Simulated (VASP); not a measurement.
Here is a VASP 6.6.1 calculation.

INCAR

```
PREC = Accurate ; ENCUT = 520
EDIFF = 1E-6 ; ISMEAR = 0
SIGMA = 0.05 ; LREAL = Auto
LASPH = True ; NELM = 60
ALGO = Normal ; ISIF = 2
LWAVE = False ; LCHARG = True
GGA = PS ; LELF = True
LVHAR = True ; NBANDS = 56
```

File KPOINTS:

```
Automatic mesh
0
Gamma
  5 7 2
```

File POSCAR:

```
Al3GaN4
1.0
   -5.0434079721      0.0000000000     -0.0001149904
    0.0000000000     -3.1300738967      0.0000000000
   -2.5281765004      0.0000000000     10.8359263942
Al Ga N
6 2 8
Direct
    0.1455875668      0.5000000000      0.7083647831
    0.3955875667      0.5000000000      0.2083647831
    0.9780278980      0.5000000000      0.0421027963
    0.7280278980      0.5000000000      0.5421027963
    0.6036387756      1.0000000000      0.7905463175
    0.8536387756      1.0000000000      0.2905463175
    0.0216780613      1.0000000000      0.9578004507
    0.2716780612      1.0000000000      0.4578004507
    0.4098952126      1.0000000000      0.9578646251
    0.6598952126      1.0000000000      0.4578646251
    0.5234062100      0.5000000000      0.7082789324
    0.7734062100      0.5000000000      0.2082789324
    0.3524784319      0.5000000000      0.0447961772
    0.1024784319      0.5000000000      0.5447961772
   -0.0171114060      1.0000000000      0.7878464176
    0.2328885940      1.0000000000      0.2878464176
```

Potentials or basis: VASP PAW PBE potentials, release 64 (Al, Ga_d, N).

Run with:

```sh
$ cat potpaw_PBE.64/Al/POTCAR potpaw_PBE.64/Ga_d/POTCAR potpaw_PBE.64/N/POTCAR > POTCAR
$ mpirun -np 1 vasp_std > vasp.out
```

**Question.** What does it give for the pressure?

**Answer.** 17.4 GPa.

**Question.** What does it give for the band gap on the k mesh?

**Answer.** 1.34 eV (least direct gap 1.34 eV).

Stress tensor (GPa, compression positive):
```
 4.25  0.00 -0.84
 0.00 33.98  0.00
-0.84  0.00 13.84
```

Caveat: the cell differs from its parent crystal (the part above a cut slid along it); the stress differs along the axes, from 4 to 34 GPa; the PAW data sets were made with another functional, which shifts forces and pressure a little. A k mesh can miss the band edges.
